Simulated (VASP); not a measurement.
Set up this calculation in VASP 6.6.1, as the native input.

| Quantity | Value |
| --- | --- |
| Task | single point |
| Functional | PBE |
| Potentials or basis | VASP PAW PBE potentials, release 64 (Na_pv, Cl) |
| Cutoff | 520 eV |
| k mesh | 8 × 8 × 8 |
| Occupations | gaussian, width 0.02 eV |
| Spin | no spin polarisation |
| Dipole correction | no |
| Further INCAR settings | ALGO = Normal; EDIFF = 1e-06; NBANDS = 14 |

The structure of NaCl lies in POSCAR:

```
NaCl
1.0
    0.0000000000      2.8317500000      2.8317500000
    2.8317500000      0.0000000000      2.8317500000
    2.8317500000      2.8317500000      0.0000000000
Na Cl
1 1
Direct
   -0.0158912333      0.0158912333      0.0158912333
    0.5000000000      0.5000000000      0.5000000000
```

This cell differs from its parent crystal: one atom moved.

One way to write it, as run:

INCAR

```
SYSTEM = NaCl
PREC = Accurate
ENCUT = 520
EDIFF = 1E-6
ISMEAR = 0
SIGMA = 0.02
LREAL = .False.
LASPH = .True.
NELM = 60
ALGO = Normal
ISIF = 2
LWAVE = .False.
LCHARG = .False.
GGA = PE
NBANDS = 14
```

KPOINTS

```
regular mesh
0
Gamma
  8 8 8
  0 0 0
```

Potentials or basis: VASP PAW PBE potentials, release 64 (Na_pv, Cl).

The run is started by

```sh
$ cat potpaw_PBE.64/Na_pv/POTCAR potpaw_PBE.64/Cl/POTCAR > POTCAR
$ mpirun -np 1 vasp_std > vasp.out
```

Results of the run:

```json
{"Pressure": "0.5 GPa", "Largest force": "0.121 eV/Å", "Band gap on the k mesh": "5.06 eV, direct"}
```

Caveat: the cell differs from its parent crystal (one atom moved).

Run time: 26 s on 1 thread of Intel(R) Xeon(R) Platinum 8488C (Sapphire Rapids) (shared host), peak memory 0.17 GiB.
